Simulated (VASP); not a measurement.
Set up this calculation in VASP 6.6.1, as the native input.

* Task: relaxation of cell and atoms
* Functional: PBE
* Potentials or basis: VASP PAW PBE potentials, release 64 (Na_pv, B)
* Cutoff: 600 eV
* k mesh: 12 × 12 × 6
* Occupations: gaussian, width 0.1 eV
* Spin: no spin polarisation
* Dipole correction: no
* Further INCAR settings: ALGO = Normal; EDIFF = 1e-06; IBRION = 2; EDIFFG = -0.01; NSW = 100; ISIF = 3

The structure of Na2B3 lies in POSCAR:

```
Na2B3
1.0
    2.9902666369      0.0000000000      0.0000000000
   -1.4951333184      2.5896468716      0.0000000000
    0.0000000000      0.0000000000      8.6278518830
Na B
2 3
Direct
    0.6666666667      0.3333333333      0.8086162918
    0.3333333333      0.6666666667      0.1913837082
    0.3333333333      0.6666666667      0.5531806405
    0.6666666667      0.3333333333      0.4468193595
    0.0000000000      0.0000000000      0.5000000000
```

One way to write it, as run:

INCAR

```
PREC = Accurate
ENCUT = 600
EDIFF = 1E-6
ISMEAR = 0
SIGMA = 0.1
LREAL = F
LASPH = T
NELM = 100
ALGO = Normal
ISIF = 3
LWAVE = F
LCHARG = F
GGA = PE
IBRION = 2
NSW = 100
EDIFFG = -0.01
```

KPOINTS

```
Automatic mesh
0
Gamma
  12 12 6
```

Potentials or basis: VASP PAW PBE potentials, release 64 (Na_pv, B).

The run is started by

```bash
$ cat potpaw_PBE.64/Na_pv/POTCAR potpaw_PBE.64/B/POTCAR > POTCAR
$ mpirun -np 1 vasp_std > vasp.out
```

It gave:

```yaml
Relaxed_volume: 13.40 Å³/atom
Relaxed_cell: a = 2.987 Å, b = 2.987 Å, c = 8.671 Å, α = 90.00°, β = 90.00°, γ = 120.00°
Space_group_after_relaxing_to_0.05_Å: P-3m1 (No. 164)
Energy_gained_by_relaxing: 4.3 meV/atom
Ionic_steps: 13
Pressure_after_relaxing: 0.0 GPa
```

Wall time 3.1 min on 1 thread of Intel(R) Xeon(R) 6975P-C (Granite Rapids), on a shared host, peak memory 0.26 GiB.
